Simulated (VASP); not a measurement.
# Yb (Fm-3m) in VASP: a series of runs

Yb is run at these levels: PBE; tasks: electric field gradients.

All numbers are computed with VASP 6.6.1; they aren't measurements. Logs are shortened: lines on timing, memory, paths and dates and some standing lists are left out, and cuts for length are marked.

## 1. The cell of the first run

Symmetry: Fm-3m, No. 225, cubic system. The conventional cell has a = 5.412 Å, b = 5.412 Å, c = 5.412 Å, α = 90.00°, β = 90.00°, γ = 90.00°. Within 5.0 Å of Yb (site symmetry m-3m) lie 12 Yb at 3.83 Å.

## 2. Electric field gradients, PBE (39.63 Å³/atom)

INCAR reads:

```
PREC     = Accurate       # precision mode
ENCUT    = 520            # plane-wave cutoff, eV
EDIFF    = 1E-8           # SCF threshold, eV
ISMEAR   = -1             # smearing method
SIGMA    = 0.05           # smearing width, eV
LREAL    = F              # projectors in reciprocal space
LASPH    = T              # aspherical terms in the spheres
NELM     = 60             # most SCF steps
ALGO     = Normal         # electronic algorithm
ISIF     = 2              # what is computed and relaxed
LWAVE    = F              # write WAVECAR
LCHARG   = F              # write CHGCAR
GGA      = PE             # functional
LEFG     = T            
NBANDS   = 18             # bands
```

KPOINTS reads:

```
regular mesh
0
Gamma
  12 12 12
```

POSCAR reads:

```
Yb
1.0
    0.0000000000      2.7060265364      2.7060265364
    2.7060265364      0.0000000000      2.7060265364
    2.7060265364      2.7060265364      0.0000000000
Yb
1
Direct
    0.0000000000      0.0000000000      0.0000000000
```

Potentials or basis: VASP PAW PBE potentials, release 64 (Yb).

Started as:

```sh
$ cat potpaw_PBE.64/Yb/POTCAR > POTCAR
$ mpirun -np 1 vasp_std > vasp.out
```

OUTCAR:

```text
PREC = Accurate
   ENCUT = 520
   EDIFF = 1E-8
   ISMEAR = -1
   LREAL = F
   LASPH = T
   NELM = 60
   ISIF = 2
   GGA = PE

 ion  position               nearest neighbor table
   1  0.000  0.000  0.000-

  LATTYP: Found a face centered cubic cell.
 ALAT       =     5.4120530728

  Lattice vectors:

 A1 = (   0.0000000000,   2.7060265364,   2.7060265364)
 A2 = (   2.7060265364,   0.0000000000,   2.7060265364)
 A3 = (   2.7060265364,   2.7060265364,   0.0000000000)

Analysis of symmetry for initial positions (statically):
=====================================================================
 Subroutine PRICEL returns:
 Original cell was already a primitive cell.

 Routine SETGRP: Setting up the symmetry group for a
 face centered cubic supercell.

 Subroutine GETGRP returns: Found 48 space group operations
 (whereof 48 operations were pure point group operations)
 out of a pool of 48 trial point group operations.

The static configuration has the point symmetry O_h .

Analysis of symmetry for dynamics (positions and initial velocities):
=====================================================================
 Subroutine PRICEL returns:
 Original cell was already a primitive cell.

 Routine SETGRP: Setting up the symmetry group for a
 face centered cubic supercell.

 Subroutine GETGRP returns: Found 48 space group operations
 (whereof 48 operations were pure point group operations)
 out of a pool of 48 trial point group operations.

The dynamic configuration has the point symmetry O_h .

 Subroutine INISYM returns: Found 48 space group operations
 (whereof 48 operations are pure point group operations),
 and found     1 'primitive' translations

----------------------------------------------------------------------------------------

                                     Primitive cell

  volume of cell :      39.6302

  direct lattice vectors                    reciprocal lattice vectors
     0.000000000  2.706026536  2.706026536    -0.184772763  0.184772763  0.184772763
     2.706026536  0.000000000  2.706026536     0.184772763 -0.184772763  0.184772763
     2.706026536  2.706026536  0.000000000     0.184772763  0.184772763 -0.184772763

  length of vectors
     3.826899428  3.826899428  3.826899428     0.320035813  0.320035813  0.320035813

  position of ions in fractional coordinates (direct lattice)
     0.000000000  0.000000000  0.000000000

  ion indices of the primitive-cell ions
   primitive index   ion index
                 1           1

----------------------------------------------------------------------------------------

 KPOINTS: regular mesh

Automatic generation of k-mesh.
 Grid dimensions read from file:
 generate k-points for:   12   12   12

 Generating k-lattice:

  Cartesian coordinates                     Fractional coordinates (reciprocal lattice)
    -0.015397730  0.015397730  0.015397730     0.083333333  0.000000000  0.000000000
     0.015397730 -0.015397730  0.015397730     0.000000000  0.083333333  0.000000000
     0.015397730  0.015397730 -0.015397730     0.000000000  0.000000000  0.083333333

  Length of vectors
     0.026669651  0.026669651  0.026669651

  Shift w.r.t. Gamma in fractional coordinates (k-lattice)
     0.000000000  0.000000000  0.000000000

 Subroutine IBZKPT returns following result:
 ===========================================

 Found     72 irreducible k-points:

 Following reciprocal coordinates:
            Coordinates               Weight
  0.000000  0.000000  0.000000      1.000000
  0.083333  0.000000  0.000000      8.000000
  0.166667  0.000000  0.000000      8.000000
  0.250000  0.000000  0.000000      8.000000
  0.333333  0.000000  0.000000      8.000000
  0.416667  0.000000  0.000000      8.000000
[... 16 lines left out ...]
  0.500000  0.166667  0.000000     24.000000
 -0.416667  0.166667  0.000000     24.000000
 [... further k-points ...]
   k-points           NKPTS =     72   k-points in BZ     NKDIM =     72   number of bands    NBANDS=     18
   number of dos      NEDOS =    301   number of ions     NIONS =      1
   total plane-waves  NPLWV =  21952
   dimension x,y,z NGX =    28 NGY =   28 NGZ =   28
   dimension x,y,z NGXF=    56 NGYF=   56 NGZF=   56
   ions per type =               1
   NGX,Y,Z   is equivalent  to a cutoff of  12.16, 12.16, 12.16 a.u.
   NGXF,Y,Z  is equivalent  to a cutoff of  24.33, 24.33, 24.33 a.u.
 SYSTEM =  unknown system
   PREC   = accura    normal or accurate (medium, high low for compatibility)
   ISTART =      0    job   : 0-new  1-cont  2-samecut
   ICHARG =      2    charge: 1-file 2-atom 10-const
   ISPIN  =      1    spin polarized calculation?
   LNONCOLLINEAR =      F non collinear calculations
   LSORBIT =      F    spin-orbit coupling
   LASPH  =      T    aspherical Exc in radial PAW
   ENCUT  =  520.0 eV  38.22 Ry    6.18 a.u.   7.12  7.12  7.12*2*pi/ulx,y,z
   NELM   =     60;   NELMIN=  2; NELMDL= -5     # of ELM steps
   EDIFF  = 0.1E-07   stopping-criterion for ELM
   LREAL  =      F    real-space projection
   EDIFFG = 0.1E-06   stopping-criterion for IOM
   NSW    =      0    number of steps for IOM
   IBRION =     -1    ionic relax: 0-MD 1-quasi-New 2-CG
   NFREE  =      0    steps in history (QN), initial steepest desc. (CG)
   ISIF   =      2    stress and relaxation
   ISYM   =      2    0-nonsym 1-usesym 2-fastsym
   POTIM  = 0.5000    time-step for ionic-motion
   TEBEG  =    0.0;   TEEND  =   0.0 temperature during run
   PSTRESS=    0.0 pullay stress
   NELECT =      24.0000    total number of electrons
   NUPDOWN=      -1.0000    fix difference up-down
   EMIN   =  10.00;   EMAX   =-10.00  energy-range for DOS
   EFERMI =   0.00;   METHOD = LEGACY
   ISMEAR =    -1;   SIGMA  =   0.05  broadening in eV -4-tet -1-fermi 0-gaus
   EFERMI_NEDOS =   21; number of points for ismear=-14 and -15
   IALGO  =     38    algorithm
   IMIX   =      4    mixing-type and parameters
     AMIX     =   0.40;   BMIX     =  1.00
     AMIX_MAG =   1.60;   BMIX_MAG =  1.00
  volume/ion in A,a.u.               =      39.63       267.44
  Fermi-wavevector in a.u.,A,eV,Ry     =   1.385064  2.617392 26.101450  1.918402
  Thomas-Fermi vector in A             =   2.509509
   LORBIT       =      0    0 simple, 1 ext, 2 COOP (PROOUT), +10 PAW based schemes
   GGA     = PE    functional components
[... 5 lines left out ...]
 non-spin polarized calculation
  energy-cutoff  :      520.00
  volume of cell :       39.63
 maximum number of plane-waves:      1090
   NGX = 15   NGY = 15   NGZ = 15

 number of electron      24.0000003 magnetization

 Free energy of the ion-electron system (eV)
  ---------------------------------------------------
  ext. energy  EPLUGINS =         0.00000000
  ---------------------------------------------------
  free energy    TOTEN  =        -3.54481225 eV

  energy without entropy =       -3.52968301  energy(sigma->0) =       -3.53724763

 E-fermi :   1.2963     XC(G=0):  -9.0244

 val. band max:        1.2302150595   @ k =  -0.3333   0.4167   0.1667
 cond. band min:       1.3073358028   @ k =  -0.4167   0.2500   0.0000
 fundamental gap:      0.0771207433
 Fermi energy:         1.2962684797

 k-point     1 :       0.0000    0.0000    0.0000
  band No.  band energies     occupation
      1     -50.5185      2.00000
      2     -22.7611      2.00000
      3     -22.7611      2.00000
      4     -22.7611      2.00000
      5      -3.6663      2.00000
      6       0.8486      1.99974
[... 10 lines left out ...]
     17       5.9714      0.00000
     18      10.3598      0.00000

 k-point     2 :       0.0833    0.0000    0.0000
  band No.  band energies     occupation
      1     -50.5178      2.00000
      2     -22.7778      2.00000
      3     -22.7634      2.00000
      4     -22.7634      2.00000
      5      -3.5202      2.00000
      6       0.8503      1.99973
[... 10 lines left out ...]
     17       5.8831      0.00000
     18      10.7134      0.00000

 k-point     3 :       0.1667    0.0000    0.0000
  band No.  band energies     occupation
      1     -50.5159      2.00000
      2     -22.8230      2.00000
      3     -22.7696      2.00000
      4     -22.7696      2.00000
      5      -3.0963      2.00000
      6       0.8555      1.99970
[... 412 lines left out ...]
 k-point    23 :       0.5000    0.1667    0.0000
  band No.  band energies     occupation
      1     -50.5074      2.00000
      2     -22.9786      2.00000
      3     -22.8306      2.00000
      4     -22.8088      2.00000
      5      -0.1700      2.00000
      6       0.8790      1.99952
[... 10 lines left out ...]
     17       7.4256      0.00000
     18       7.8057      0.00000

 k-point    24 :      -0.4167    0.1667    0.0000
  band No.  band energies     occupation
      1     -50.5072      2.00000
      2     -22.9807      2.00000
      3     -22.8386      2.00000
      4     -22.8038      2.00000
      5      -0.0039      2.00000
      6       0.8711      1.99959
[... 10 lines left out ...]
     17       7.0969      0.00000
     18       8.0686      0.00000

 [... further k-points ...]
[... 5 lines left out ...]
  --------------------------------------------------------------------------------------
  -------------------------------------------------------------------------------------
  Total       -0.4824133     -0.4824133     -0.4824133      0.0000000     -0.0000000     -0.0000000
  in kB      -19.5031026    -19.5031026    -19.5031026      0.0000000     -0.0000000     -0.0000000
  external PRESSURE =     -19.5031026 kB  Pullay stress =       0.0000000 kB

 VOLUME and BASIS-vectors are now :
 -----------------------------------------------------------------------------
  energy-cutoff  :      520.00
  volume of cell :       39.63
      direct lattice vectors                 reciprocal lattice vectors
     0.000000000  2.706026536  2.706026536    -0.184772763  0.184772763  0.184772763
     2.706026536  0.000000000  2.706026536     0.184772763 -0.184772763  0.184772763
     2.706026536  2.706026536  0.000000000     0.184772763  0.184772763 -0.184772763

 POSITION                                       TOTAL-FORCE (eV/Angst)
 -----------------------------------------------------------------------------------
      0.00000      0.00000      0.00000         0.000000      0.000000      0.000000
 -----------------------------------------------------------------------------------
    total drift:                               -0.000000     -0.000000     -0.000000

  FREE ENERGIE OF THE ION-ELECTRON SYSTEM (eV)
  ---------------------------------------------------
  free  energy   TOTEN  =        -3.5448122504 eV

  energy  without entropy=       -3.5296830071  energy(sigma->0) =       -3.53724763

 Electric field gradients (V/A^2)
---------------------------------------------------------------------
 ion       V_xx      V_yy      V_zz      V_xy      V_xz      V_yz
---------------------------------------------------------------------
   1       0.000    -0.000    -0.000    -0.003    -0.003    -0.003
---------------------------------------------------------------------

 Electric field gradients after diagonalization (V/A^2)
 (convention: |V_zz| > |V_xx| > |V_yy|)
----------------------------------------------------------------------
 ion       V_xx      V_yy      V_zz     asymmetry (V_yy - V_xx)/ V_zz
----------------------------------------------------------------------
   1       0.003     0.003    -0.006       0.000
----------------------------------------------------------------------

           NMR quadrupolar parameters

 Cq : quadrupolar parameter    Cq=e*Q*V_zz/h
 eta: asymmetry parameters     (V_yy - V_xx)/ V_zz
 Q  : nuclear electric quadrupole moment in mb (millibarn)
----------------------------------------------------------------------
 ion       Cq(MHz)       eta       Q (mb)
----------------------------------------------------------------------
   1      -0.000       0.000       1.000
----------------------------------------------------------------------
```

Wall time 2.7 min (1 thread of Intel Xeon 8259CL, shared host); peak memory 0.21 GiB.

What came out:

- Free energy: -3.5448 eV
- Pressure: -2.0 GPa
- Band gap on the k mesh: zero (bands 12 and 13 overlap by 0.03 eV)
- Largest electric field gradient by atom: under 0.05 V/Å² on every atom

Levels at points of the mesh, in eV from the Fermi level:
| k point | band 10 | band 11 | band 12 | band 13 | band 14 | band 15 |
| --- | --- | --- | --- | --- | --- | --- |
| (0.00, 0.00, 0.00) | -0.29 | -0.29 | -0.29 | 2.76 | 2.76 | 2.76 |
| (0.50, 0.00, 0.00) | -0.30 | -0.30 | -0.29 | 0.18 | 2.56 | 2.56 |
| (0.50, 0.50, 0.00) | -0.32 | -0.31 | -0.31 | 0.22 | 1.40 | 6.08 |

Caveat: spin-orbit coupling is left out, which moves the levels of the heavy elements. Spin polarisation is off, so any magnetic state and its effect on volume and gap are missing.

(Continued in part 2 of 3.)

The gap in the log of VASP goes by the Fermi energy; the results here count the filled bands.